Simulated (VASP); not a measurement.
# NaCl (Fm-3m) in VASP: settings compared, part 2 of 2

VASP 6.6.1. Earlier steps stand in the parts before.

## Step 3: Single point, PBEsol

This run uses another cell than the first one, of 25.65 Å³/atom.

Input file INCAR:

```
ALGO = Normal
EDIFF = 1E-6
ENCUT = 500
GGA = PS
GGA_COMPAT = F
ISIF = 2
ISMEAR = 0
LASPH = T
LCHARG = T
LELF = T
LREAL = F
LVHAR = T
LWAVE = F
NBANDS = 14
NELM = 120
PREC = Accurate
SIGMA = 0.02
```

Input file KPOINTS:

```
k-points
0
Gamma
  8 8 8
```

Input file POSCAR:

```
NaCl
1.0
    0.0000000000      2.9491826725      2.9491826725
    2.9491826725      0.0000000000      2.9491826725
    2.9491826725      2.9491826725      0.0000000000
Na Cl
1 1
Direct
    0.0000000000      0.0000000000      0.0000000000
    0.5000000000      0.5000000000      0.5000000000
```

Potentials or basis: VASP PAW PBE potentials, release 64 (Na_pv, Cl).

Command:

```sh
cat potpaw_PBE.64/Na_pv/POTCAR potpaw_PBE.64/Cl/POTCAR > POTCAR
mpirun -np 1 vasp_std > vasp.out
```

OUTCAR:

```text
EDIFF = 1E-6
   ENCUT = 500
   GGA = PS
   ISIF = 2
   ISMEAR = 0
   LASPH = T
   LREAL = F
   NELM = 120
   PREC = Accurate

 ion  position               nearest neighbor table
   1  0.000  0.000  0.000-
   2  0.500  0.500  0.500-

  LATTYP: Found a face centered cubic cell.
 ALAT       =     5.8983653450

  Lattice vectors:

 A1 = (   0.0000000000,   2.9491826725,   2.9491826725)
 A2 = (   2.9491826725,   0.0000000000,   2.9491826725)
 A3 = (   2.9491826725,   2.9491826725,   0.0000000000)

Analysis of symmetry for initial positions (statically):
=====================================================================
 Subroutine PRICEL returns:
 Original cell was already a primitive cell.

 Routine SETGRP: Setting up the symmetry group for a
 face centered cubic supercell.

 Subroutine GETGRP returns: Found 48 space group operations
 (whereof 48 operations were pure point group operations)
 out of a pool of 48 trial point group operations.

The static configuration has the point symmetry O_h .

Analysis of symmetry for dynamics (positions and initial velocities):
=====================================================================
 Subroutine PRICEL returns:
 Original cell was already a primitive cell.

 Routine SETGRP: Setting up the symmetry group for a
 face centered cubic supercell.

 Subroutine GETGRP returns: Found 48 space group operations
 (whereof 48 operations were pure point group operations)
 out of a pool of 48 trial point group operations.

The dynamic configuration has the point symmetry O_h .

 Subroutine INISYM returns: Found 48 space group operations
 (whereof 48 operations are pure point group operations),
 and found     1 'primitive' translations

----------------------------------------------------------------------------------------

                                     Primitive cell

  volume of cell :      51.3021

  direct lattice vectors                    reciprocal lattice vectors
     0.000000000  2.949182673  2.949182673    -0.169538498  0.169538498  0.169538498
     2.949182673  0.000000000  2.949182673     0.169538498 -0.169538498  0.169538498
     2.949182673  2.949182673  0.000000000     0.169538498  0.169538498 -0.169538498

  length of vectors
     4.170774133  4.170774133  4.170774133     0.293649292  0.293649292  0.293649292

  position of ions in fractional coordinates (direct lattice)
     0.000000000  0.000000000  0.000000000
     0.500000000  0.500000000  0.500000000

  ion indices of the primitive-cell ions
   primitive index   ion index
                 1           1
                 2           2

----------------------------------------------------------------------------------------

 KPOINTS: k-points

Automatic generation of k-mesh.
 Grid dimensions read from file:
 generate k-points for:    8    8    8

 Generating k-lattice:

  Cartesian coordinates                     Fractional coordinates (reciprocal lattice)
    -0.021192312  0.021192312  0.021192312     0.125000000  0.000000000  0.000000000
     0.021192312 -0.021192312  0.021192312     0.000000000  0.125000000  0.000000000
     0.021192312  0.021192312 -0.021192312     0.000000000  0.000000000  0.125000000

  Length of vectors
     0.036706162  0.036706162  0.036706162

  Shift w.r.t. Gamma in fractional coordinates (k-lattice)
     0.000000000  0.000000000  0.000000000

 Subroutine IBZKPT returns following result:
 ===========================================

 Found     29 irreducible k-points:

 Following reciprocal coordinates:
            Coordinates               Weight
  0.000000  0.000000  0.000000      1.000000
  0.125000  0.000000  0.000000      8.000000
  0.250000  0.000000  0.000000      8.000000
  0.375000  0.000000  0.000000      8.000000
  0.500000  0.000000  0.000000      4.000000
  0.125000  0.125000  0.000000      6.000000
[... 16 lines left out ...]
  0.500000  0.250000  0.125000     48.000000
 -0.375000  0.250000  0.125000     24.000000
 [... further k-points ...]
   k-points           NKPTS =     29   k-points in BZ     NKDIM =     29   number of bands    NBANDS=     14
   number of dos      NEDOS =    301   number of ions     NIONS =      2
   total plane-waves  NPLWV =  27000
   dimension x,y,z NGX =    30 NGY =   30 NGZ =   30
   dimension x,y,z NGXF=    60 NGYF=   60 NGZF=   60
   ions per type =               1   1
   NGX,Y,Z   is equivalent  to a cutoff of  11.96, 11.96, 11.96 a.u.
   NGXF,Y,Z  is equivalent  to a cutoff of  23.92, 23.92, 23.92 a.u.
 SYSTEM =  unknown system
   PREC   = accura    normal or accurate (medium, high low for compatibility)
   ISTART =      0    job   : 0-new  1-cont  2-samecut
   ICHARG =      2    charge: 1-file 2-atom 10-const
   ISPIN  =      1    spin polarized calculation?
   LNONCOLLINEAR =      F non collinear calculations
   LSORBIT =      F    spin-orbit coupling
   LASPH  =      T    aspherical Exc in radial PAW
   ENCUT  =  500.0 eV  36.75 Ry    6.06 a.u.   7.60  7.60  7.60*2*pi/ulx,y,z
   NELM   =    120;   NELMIN=  2; NELMDL= -5     # of ELM steps
   EDIFF  = 0.1E-05   stopping-criterion for ELM
   LREAL  =      F    real-space projection
   EDIFFG = 0.1E-04   stopping-criterion for IOM
   NSW    =      0    number of steps for IOM
   IBRION =     -1    ionic relax: 0-MD 1-quasi-New 2-CG
   NFREE  =      0    steps in history (QN), initial steepest desc. (CG)
   ISIF   =      2    stress and relaxation
   ISYM   =      2    0-nonsym 1-usesym 2-fastsym
   POTIM  = 0.5000    time-step for ionic-motion
   TEBEG  =    0.0;   TEEND  =   0.0 temperature during run
   PSTRESS=    0.0 pullay stress
   NELECT =      14.0000    total number of electrons
   NUPDOWN=      -1.0000    fix difference up-down
   EMIN   =  10.00;   EMAX   =-10.00  energy-range for DOS
   EFERMI =   0.00;   METHOD = LEGACY
   ISMEAR =     0;   SIGMA  =   0.02  broadening in eV -4-tet -1-fermi 0-gaus
   EFERMI_NEDOS =   21; number of points for ismear=-14 and -15
   IALGO  =     38    algorithm
   IMIX   =      4    mixing-type and parameters
     AMIX     =   0.40;   BMIX     =  1.00
     AMIX_MAG =   1.60;   BMIX_MAG =  1.00
  volume/ion in A,a.u.               =      25.65       173.10
  Fermi-wavevector in a.u.,A,eV,Ry     =   1.061873  2.006649 15.341574  1.127574
  Thomas-Fermi vector in A             =   2.197304
   LORBIT       =      0    0 simple, 1 ext, 2 COOP (PROOUT), +10 PAW based schemes
   GGA     = PS    functional components
   LHFCALC =     F    Hartree Fock is set to
   AEXX    =    0.0000 exact exchange contribution
   IVDW    =     0    specifies the selected vdW correction
   LEPSILON=     F    determine dielectric tensor
   LRPA    =     F    only Hartree local field effects (RPA)
 non-spin polarized calculation
 Gauss-broadening in eV      SIGMA  =   0.02
  energy-cutoff  :      500.00
  volume of cell :       51.30
 maximum number of plane-waves:      1316
   NGX = 15   NGY = 15   NGZ = 15

 number of electron      14.0000009 magnetization

 Free energy of the ion-electron system (eV)
  ---------------------------------------------------
  ext. energy  EPLUGINS =         0.00000000
  ---------------------------------------------------
  free energy    TOTEN  =        -6.92641411 eV

  energy without entropy =       -6.92641411  energy(sigma->0) =       -6.92641411

 E-fermi :  -1.3142     XC(G=0):  -7.7543

 val. band max:       -1.4843221523   @ k =   0.0000   0.0000   0.0000
 cond. band min:       3.0062259472   @ k =   0.0000   0.0000   0.0000
 fundamental gap:      4.4905480995
 Fermi energy:        -1.3141559717

 k-point     1 :       0.0000    0.0000    0.0000
  band No.  band energies     occupation
      1     -22.4264      2.00000
      2     -22.4264      2.00000
      3     -22.4264      2.00000
      4     -13.8584      2.00000
      5      -1.4843      2.00000
      6      -1.4843      2.00000
      7      -1.4843      2.00000
      8       3.0062      0.00000
      9       9.3532      0.00000
     10       9.3532      0.00000
     11       9.3532      0.00000
     12      11.4057      0.00000
     13      11.4057      0.00000
     14      12.5789      0.00000
[... 377 lines left out ...]
      1     -22.4393      2.00000
      2     -22.4311      2.00000
      3     -22.4290      2.00000
      4     -13.6057      2.00000
      5      -2.8453      2.00000
      6      -2.1002      2.00000
      7      -1.8104      2.00000
      8       6.3235      0.00000
      9       7.3416      0.00000
     10       8.1410      0.00000
     11       9.6411      0.00000
     12      12.0495      0.00000
     13      13.1798      0.00000
     14      14.3808      0.00000

 [... further k-points ...]

------------------------ aborting loop because EDIFF is reached ----------------------------------------

  FORCE on cell =-STRESS in cart. coord.  units (eV):
  Direction    XX          YY          ZZ          XY          YZ          ZX
  --------------------------------------------------------------------------------------
  -------------------------------------------------------------------------------------
  Total       -0.9022826     -0.9022826     -0.9022826      0.0000000     -0.0000000      0.0000000
  in kB      -28.1785168    -28.1785168    -28.1785168      0.0000000     -0.0000000      0.0000000
  external PRESSURE =     -28.1785168 kB  Pullay stress =       0.0000000 kB

 VOLUME and BASIS-vectors are now :
 -----------------------------------------------------------------------------
  energy-cutoff  :      500.00
  volume of cell :       51.30
      direct lattice vectors                 reciprocal lattice vectors
     0.000000000  2.949182673  2.949182673    -0.169538498  0.169538498  0.169538498
     2.949182673  0.000000000  2.949182673     0.169538498 -0.169538498  0.169538498
     2.949182673  2.949182673  0.000000000     0.169538498  0.169538498 -0.169538498

 POSITION                                       TOTAL-FORCE (eV/Angst)
 -----------------------------------------------------------------------------------
      0.00000      0.00000      0.00000         0.000000      0.000000      0.000000
      2.94918      2.94918      2.94918         0.000000      0.000000      0.000000
 -----------------------------------------------------------------------------------
    total drift:                                0.000000      0.000000      0.000000

  FREE ENERGIE OF THE ION-ELECTRON SYSTEM (eV)
  ---------------------------------------------------
  free  energy   TOTEN  =        -6.9264141053 eV

  energy  without entropy=       -6.9264141053  energy(sigma->0) =       -6.92641411
```

Wall time 17 s (1 thread of Intel Xeon Platinum 8488C (Sapphire Rapids), shared host); peak memory 0.17 GiB.

What came out:

| Item | Value |
| --- | --- |
| Free energy | -6.9264 eV |
| Pressure | -2.8 GPa |
| Band gap on the k mesh | 4.49 eV |

Levels at points of the mesh, in eV from the valence-band top:
```tsv
k point	band 4	band 5	band 6	band 7	band 8	band 9	band 10	band 11
(0.00, 0.00, 0.00)	-12.37	0.00	0.00	0.00	4.49	10.84	10.84	10.84
(0.50, 0.00, 0.00)	-12.15	-1.59	-0.20	-0.20	6.85	9.48	10.53	10.53
(0.50, 0.50, 0.00)	-12.11	-1.37	-0.49	-0.49	7.06	7.97	10.24	13.49
```

Caveat: the PAW data sets were made with another functional, which shifts forces and pressure a little.
